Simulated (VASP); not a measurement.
# CdSe in VASP: a series of runs

CdSe is run at these levels: PBE; tasks: single point.

Everything below comes from runs of VASP 6.6.1. Logs are shortened: lines on timing, memory, paths and dates and some standing lists are left out, and cuts for length are marked.

## 1. The cell of the first run

The cell holds a wire with vacuum, 4 atoms: a = 11.500 Å, b = 9.300 Å, c = 4.830 Å, α = 90.00°, β = 90.00°, γ = 90.00°.

## 2. Single point, PBE, collinear spin, ferromagnetic start

INCAR reads:

```
SYSTEM = CdSe
PREC = Accurate ; ENCUT = 520
EDIFF = 1E-6 ; ISMEAR = 0
SIGMA = 0.05 ; LREAL = .False.
LASPH = .True. ; NELM = 150
ALGO = Normal ; ISIF = 2
LWAVE = .False. ; LCHARG = .False.
ISPIN = 2 ; MAGMOM = 0.5 0.5 0.5 0.5
LORBIT = 11 ; GGA = PE
NBANDS = 30
```

KPOINTS reads:

```
Automatic mesh
0
Gamma
  1 1 14
  0 0 0
```

POSCAR reads:

```
CdSe
1.0
   11.5000000000      0.0000000000      0.0000000000
    0.0000000000      9.3000000000      0.0000000000
    0.0000000000      0.0000000000      4.8299504740
Cd Se
2 2
Direct
    0.3897511305      0.5000000000      0.0000000000
    0.6102488695      0.5000000000      0.5000000000
    0.3897511305      0.5000000000      0.5000000000
    0.6102488695      0.5000000000      0.0000000000
```

Potentials or basis: VASP PAW PBE potentials, release 64 (Cd, Se).

Started as:

```bash
$ cat potpaw_PBE.64/Cd/POTCAR potpaw_PBE.64/Se/POTCAR > POTCAR
$ mpirun -np 1 vasp_std > vasp.out
```

OUTCAR:

```text
SYSTEM = CdSe
   PREC = Accurate
   ENCUT = 520
   EDIFF = 1E-6
   ISMEAR = 0
   LREAL = .False.
   LASPH = .True.
   NELM = 150
   ISIF = 2
   ISPIN = 2
   LORBIT = 11
   GGA = PE

 ion  position               nearest neighbor table
   1  0.390  0.500  0.000-   3 2.41   3 2.41   4 2.54   2 3.50   2 3.50
   2  0.610  0.500  0.500-   4 2.41   4 2.41   3 2.54   1 3.50   1 3.50
   3  0.390  0.500  0.500-   1 2.41   1 2.41   2 2.54
   4  0.610  0.500  0.000-   2 2.41   2 2.41   1 2.54

  LATTYP: Found a simple orthorhombic cell.
 ALAT       =     4.8299504740
 B/A-ratio  =     1.9254855821
 C/A-ratio  =     2.3809767951

  Lattice vectors:

 A1 = (   0.0000000000,   0.0000000000,  -4.8299504740)
 A2 = (   0.0000000000,   9.3000000000,   0.0000000000)
 A3 = (  11.5000000000,   0.0000000000,   0.0000000000)

Analysis of symmetry for initial positions (statically):
=====================================================================
 Subroutine PRICEL returns:
 Original cell was already a primitive cell.

 Routine SETGRP: Setting up the symmetry group for a
 simple orthorhombic supercell.

 Subroutine GETGRP returns: Found  8 space group operations
 (whereof  4 operations were pure point group operations)
 out of a pool of  8 trial point group operations.

The static configuration has the point symmetry C_2v.
 The point group associated with its full space group is D_2h.

Analysis of symmetry for dynamics (positions and initial velocities):
=====================================================================
 Subroutine PRICEL returns:
 Original cell was already a primitive cell.

 Routine SETGRP: Setting up the symmetry group for a
 simple orthorhombic supercell.

 Subroutine GETGRP returns: Found  8 space group operations
 (whereof  4 operations were pure point group operations)
 out of a pool of  8 trial point group operations.

The dynamic configuration has the point symmetry C_2v.
 The point group associated with its full space group is D_2h.

Analysis of structural, dynamic, and magnetic symmetry:
=====================================================================
 Subroutine PRICEL returns:
 Original cell was already a primitive cell.

 Routine SETGRP: Setting up the symmetry group for a
 simple orthorhombic supercell.

 Subroutine GETGRP returns: Found  8 space group operations
 (whereof  4 operations were pure point group operations)
 out of a pool of  8 trial point group operations.

The overall configuration has the point symmetry C_2v.
 The point group associated with its full space group is D_2h.

 Subroutine INISYM returns: Found  8 space group operations
[... 114 lines left out ...]
   LRPA    =     F    only Hartree local field effects (RPA)
 spin polarized calculation
 Gauss-broadening in eV      SIGMA  =   0.05
  energy-cutoff  :      520.00
  volume of cell :      516.56
 maximum number of plane-waves:     13974
 NGX is ok and might be reduce to    90
   NGX = 43   NGY = 35   NGZ = 17

 number of electron      35.9999997 magnetization       0.0001081

 number of electron      35.9999997 magnetization      -0.0000000

 Free energy of the ion-electron system (eV)
  ---------------------------------------------------
  ext. energy  EPLUGINS =         0.00000000
  ---------------------------------------------------
  free energy    TOTEN  =        -7.98167965 eV

  energy without entropy =       -7.98167965  energy(sigma->0) =       -7.98167965

 E-fermi :  -3.6308     XC(G=0):  -2.8725

 val. band max:       -3.8813187834   @ k =   0.0000   0.0000   0.3571
 cond. band min:      -2.7684671522   @ k =   0.0000   0.0000   0.0000
 fundamental gap:      1.1128516312
 Fermi energy:        -3.6307887400

 spin component 1

 k-point     1 :       0.0000    0.0000    0.0000
  band No.  band energies     occupation
      1     -16.8561      1.00000
      2     -16.3648      1.00000
      3     -12.2338      1.00000
      4     -12.1349      1.00000
      5     -12.0167      1.00000
      6     -11.9359      1.00000
[... 253 lines left out ...]
     29       3.5910      0.00000
     30       3.5920      0.00000
 Fermi energy:        -3.6307887400

 spin component 2

 k-point     1 :       0.0000    0.0000    0.0000
  band No.  band energies     occupation
      1     -16.8561      1.00000
      2     -16.3648      1.00000
      3     -12.2338      1.00000
      4     -12.1349      1.00000
      5     -12.0167      1.00000
      6     -11.9359      1.00000
[... 253 lines left out ...]
     29       3.6199      0.00000
     30       3.6199      0.00000

------------------------ aborting loop because EDIFF is reached ----------------------------------------

  FORCE on cell =-STRESS in cart. coord.  units (eV):
  Direction    XX          YY          ZZ          XY          YZ          ZX
  --------------------------------------------------------------------------------------
  -------------------------------------------------------------------------------------
  Total        6.4482354      0.0340175     14.4725705      0.0000000      0.0000000      0.0000000
  in kB       19.9999081      0.1055089     44.8882620      0.0000000      0.0000000      0.0000000
  external PRESSURE =      21.6645597 kB  Pullay stress =       0.0000000 kB

 VOLUME and BASIS-vectors are now :
 -----------------------------------------------------------------------------
  energy-cutoff  :      520.00
  volume of cell :      516.56
      direct lattice vectors                 reciprocal lattice vectors
    11.500000000  0.000000000  0.000000000     0.086956522  0.000000000  0.000000000
     0.000000000  9.300000000  0.000000000     0.000000000  0.107526882  0.000000000
     0.000000000  0.000000000  4.829950474     0.000000000  0.000000000  0.207041460

 POSITION                                       TOTAL-FORCE (eV/Angst)
 -----------------------------------------------------------------------------------
      4.48214      4.65000      0.00000        -0.981449      0.000000      0.000000
      7.01786      4.65000      2.41498         0.981449      0.000000      0.000000
      4.48214      4.65000      2.41498        -1.571197      0.000000      0.000000
      7.01786      4.65000      0.00000         1.571197      0.000000      0.000000
 -----------------------------------------------------------------------------------
    total drift:                                0.000000     -0.000000     -0.000000

  FREE ENERGIE OF THE ION-ELECTRON SYSTEM (eV)
  ---------------------------------------------------
  free  energy   TOTEN  =        -7.9816796526 eV

  energy  without entropy=       -7.9816796526  energy(sigma->0) =       -7.98167965

 total charge

# of ion       s       p       d       tot
------------------------------------------
    1        0.499   0.327   9.560  10.386
    2        0.499   0.327   9.560  10.386
    3        1.443   2.450   0.032   3.924
    4        1.443   2.450   0.032   3.924
--------------------------------------------------
tot          3.884   5.553  19.184  28.620

 magnetization (x)

# of ion       s       p       d       tot
------------------------------------------
    1        0.000   0.000  -0.000   0.000
    2        0.000   0.000  -0.000   0.000
    3        0.000  -0.000  -0.000  -0.000
    4        0.000  -0.000  -0.000  -0.000
--------------------------------------------------
tot          0.000  -0.000  -0.000  -0.000
```

stdout:

```text
POSCAR found type information on POSCAR CdSe
 POSCAR found :  2 types and       4 ions
 scaLAPACK will be used
 LDA part: xc-table for (Slater+PW92), standard interpolation
 POSCAR, INCAR and KPOINTS ok, starting setup
 FFT: planning ... GRIDC
 FFT: planning ... GRID_SOFT
 FFT: planning ... GRID
 WAVECAR not read
 entering main loop
```

It took 8.6 min on 1 thread of Intel Xeon Platinum 8375C at 2.90GHz (Ice Lake), shared host; peak memory 0.74 GiB.

What came out:

```
Free energy                                           : -7.9817 eV
Largest force                                         : 1.571 eV/Å
Band gap on the k mesh                                : 1.11 eV, indirect (least direct gap 1.67 eV)
Net moment                                            : 0.00 μB per cell
Valence electrons inside the program's atomic spheres : Cd 10.39; Se 3.92
```

Forces on the atoms (eV/Å):
```
Cd  -0.981  0.000  0.000
Cd   0.981  0.000  0.000
Se  -1.571  0.000  0.000
Se   1.571  0.000  0.000
```

## 3. Single point, PBE, collinear spin, ferromagnetic start

This run uses another cell than the first one, of 123.28 Å³/atom, 0.955 times its volume.

INCAR reads:

```
PREC = Accurate ; ENCUT = 520
EDIFF = 1E-7 ; ISMEAR = 0
SIGMA = 0.05 ; LREAL = False
LASPH = True ; NELM = 150
ALGO = Normal ; ISIF = 2
LWAVE = False ; LCHARG = True
ISPIN = 2 ; MAGMOM = 0.5 0.5 0.5 0.5
LORBIT = 11 ; GGA = PE
LELF = True ; LVHAR = True
NBANDS = 30
```

KPOINTS reads:

```
regular mesh
0
Gamma
  1 1 14
```

POSCAR reads:

```
CdSe
1.0
   11.5000000000      0.0000000000      0.0000000000
    0.0000000000      9.3000000000      0.0000000000
    0.0000000000      0.0000000000      4.6106954128
Cd Se
2 2
Direct
    0.4234792353      0.5000000000      0.0000000000
    0.5765207647      0.5000000000      0.5000000000
    0.3252092618      0.5000000000      0.5000000000
    0.6747907382      0.5000000000      0.0000000000
```

Potentials or basis: VASP PAW PBE potentials, release 64 (Cd, Se).

Started as:

```bash
$ cat potpaw_PBE.64/Cd/POTCAR potpaw_PBE.64/Se/POTCAR > POTCAR
$ mpirun -np 1 vasp_std > vasp.out
```

It took 3.3 min on 1 thread of Intel Xeon 6975P-C (Granite Rapids), shared host; peak memory 0.74 GiB.

It converged, with:

```yaml
Free_energy: -9.0720 eV
Largest_force: 0.065 eV/Å
Band_gap_on_the_k_mesh: 1.86 eV, indirect (least direct gap 1.99 eV)
Net_moment: 0.00 μB per cell
Valence_electrons_inside_the_program's_atomic_spheres: Cd 10.29; Se 3.79
```

Forces on the atoms (eV/Å):
```
Cd   0.012  0.000  0.000
Cd  -0.012  0.000  0.000
Se  -0.065  0.000  0.000
Se   0.065  0.000  0.000
```

Levels at points of the mesh, in eV from the valence-band top:
Spin up:
```tsv
k point	band 15	band 16	band 17	band 18	band 19	band 20	band 21	band 22
(0.00, 0.00, 0.00)	-0.94	-0.44	-0.24	-0.13	1.86	1.97	4.17	5.11
(0.00, 0.00, 0.50)	-1.33	-1.33	-0.05	-0.05	3.49	3.49	3.98	3.98
```
Spin down:
```tsv
k point	band 14	band 15	band 16	band 17	band 18	band 19	band 20	band 21	band 22	band 23
(0.00, 0.00, 0.00)	-1.73	-0.94	-0.44	-0.24	-0.13	1.86	1.97	4.17	5.11	5.21
(0.00, 0.00, 0.50)	-3.58	-1.33	-1.33	-0.05	-0.05	3.49	3.49	3.98	3.98	6.55
```
